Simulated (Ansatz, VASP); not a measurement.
# CuO in VASP and in Ansatz

The input INCAR:

```
PREC = Accurate
ENCUT = 520
EDIFF = 1E-6
ISMEAR = -1
SIGMA = 0.05
LREAL = False
LASPH = True
NELM = 60
ALGO = Normal
ISIF = 2
LWAVE = False
LCHARG = True
GGA = PS
LELF = True
LVHAR = True
NBANDS = 25
```

File KPOINTS:

```
Automatic mesh
0
Gamma
  10 10 5
```

File POSCAR:

```
CuO
1.0
    2.3446497600     -1.7133998200      0.0000000000
    2.3446497600      1.7133998200      0.0000000000
   -0.8605499100      0.0000000000      5.0594394800
Cu O
2 2
Direct
    0.0032000000      0.4968000000      0.0000000000
    0.4968000000      0.0032000000      0.5000000000
    0.5714000000      0.4056000000      0.2537000000
    0.4056000000      0.5714000000      0.7537000000
```

input.yaml

```yaml
crystal:
  lattice:
    - [2.34464976, -1.71339982, 0.0]
    - [2.34464976, 1.71339982, 0.0]
    - [-0.86054991, 0.0, 5.05943948]
  atoms:
    - { symbol: Cu, position: [0.0032, 0.4968, 0.0] }
    - { symbol: Cu, position: [0.4968, 0.0032, 0.5] }
    - { symbol: O, position: [0.5714, 0.4056, 0.2537] }
    - { symbol: O, position: [0.4056, 0.5714, 0.7537] }
hamiltonian:
  xc: pbesol
  pseudopotentials: { kind: paw }
kpoints:
  mp_grid: { grid: [10, 10, 5] }
  band_path:
    path:
      - [[0.0, 0.0, 0.0], [-0.5, -0.5, 0.0], [-0.5249461988, -0.5249461988, 0.3256423996], [-0.5, -0.5, 0.5], [-0.6336779992, -0.3663220008, 0.5]]
      - [[-0.3663220008, 0.3663220008, 0.5], [0.0, 0.0, 0.5], [-0.4750538012, -0.4750538012, 0.6743576004]]
      - [[-0.5, -0.5, 0.0], [-0.612631459, -0.387368541, 0.0]]
      - [[-0.387368541, 0.387368541, 0.0], [0.0, 0.0, 0.0], [-0.5, 0.0, 0.0]]
      - [[-0.5, 0.0, 0.5], [0.0, 0.0, 0.0]]
    npoints: 14
scf:
  occupations: { method: fermi_dirac, width: 0.05 }
  n_extra_bands: 10
output:
  forces: true
  stress: true
  eigenvalues: true
  fatbands: false
```

Alike in both runs: functional PBEsol; k mesh 10 × 10 × 5; occupations fermi-dirac, width 0.05 eV; no spin polarisation.

```csv
,VASP,Ansatz
version,VASP 6.6.1,Ansatz 0.2.0
potentials or method,"VASP PAW PBE potentials, release 64 (Cu, O)",Ansatz PAW
plane-wave cutoff (eV),520,420
valence electrons in the cell,34,50
task,single point,band structure
```

Ansatz gave:

* gap on the k mesh at the Fermi level (eV): none
* pressure (GPa): -2.7
* traceless stress, the component that is largest in VASP (GPa): 2.25
* rms of the force components (eV/Å): 0.425

**Question.** Estimate VASP's values.

**Answer.** gap on the k mesh at the Fermi level (eV): none; pressure (GPa): -2.0; traceless stress, the component that is largest in VASP (GPa): 1.88; rms of the force components (eV/Å): 0.432.

VASP's potentials were made for PBE, not for PBEsol. Atom by atom the forces differ by 0.022 eV/Å (rms over components). A gap of «none» marks a metal or a gap that the smearing closes. The functional is the same, so the differences come from potentials, cutoffs and numerics. VASP's potentials hold 34 valence electrons a cell and Ansatz's 50, so a difference there can come from the potentials and not from the codes.
